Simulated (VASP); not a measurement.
Runs of VASP 6.6.1 on RbHg. The structure is that of space group F-43m (No. 216), or close to it. The cells are those of the table. 

```tsv
task	cell	k mesh	cutoff (eV)	gap on the mesh (eV)	pressure (GPa)	relaxed volume (Å³/atom)
single point	a = 4.696 Å, angles 60.0°, 2 atoms	4 × 4 × 4	520	none	13.3	-
single point	a = 5.907 Å, angles 60.0°, 2 atoms	12 × 12 × 12	520	none	0.0	-
single point	a = 5.824 Å, angles 60.0°, 2 atoms	4 × 4 × 4	520	none	0.2	-
relaxation of cell and atoms	relaxed from a = 5.824 Å, angles 60.0°, 2 atoms	12 × 12 × 12	600	none	0.0	73.23
relaxation of cell and atoms	relaxed from a = 4.696 Å, angles 60.0°, 2 atoms	4 × 4 × 4	600	none	0.0	(a)
```

Alike in all rows: level PBE; potentials or basis VASP PAW PBE potentials, release 64 (Rb_sv, Hg); no spin polarisation; smearing gaussian 0.1 eV.

**Question.** Fill in the values left out.

**Answer.** (a) 72.64.

Caveats: some runs use coarse meshes; spin-orbit coupling is left out, which moves the levels of the heavy elements; the volume moved by over 15 % at a fixed basis, so the end points are rough (some runs).

A k mesh can miss the band edges, and the runs leave out spin-orbit coupling on Hg, Rb.

A gap of «none» marks levels without a gap at the run's occupations.
